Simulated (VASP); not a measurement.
## TePb: single point with PBE

TePb:

```
CELL_PARAMETERS angstrom
0.00000 3.27352 3.27352
3.27352 0.00000 3.27352
3.27352 3.27352 0.00000
ATOMIC_POSITIONS crystal
Pb 0.00000 0.00000 0.00000
Te 0.50000 0.50000 0.50000
```

This cell differs from its parent crystal: volume scaled by 1.04.

```json
{
  "Program": "VASP 6.6.1",
  "Task": "single point",
  "Functional": "PBE",
  "Potentials or basis": "VASP PAW PBE potentials, release 64 (Pb_d, Te)",
  "Cutoff": "520 eV",
  "k mesh": "7 × 7 × 7",
  "Occupations": "gaussian, width 0.025 eV",
  "Spin": "collinear spin, ferromagnetic start",
  "Starting moments": "[1.0, 0.0] μB",
  "Fixed moment": "1 μB",
  "Dipole correction": "no",
  "Further INCAR settings": "ALGO = Normal; EDIFF = 1e-06; NBANDS = 21"
}
```

The pressure is 0.6 GPa and the net moment is 1.00 μB per cell. The site moments are Pb +0.24; Te +0.25 μB and the valence electrons inside the program's atomic spheres are Pb 11.89; Te 3.33.

It took 64 s on 1 thread of AMD EPYC 7R43 64-Core Processor (Zen 3) (shared host), peak memory 0.23 GiB.

Caveat: the total moment is fixed, so each spin has its own Fermi level.
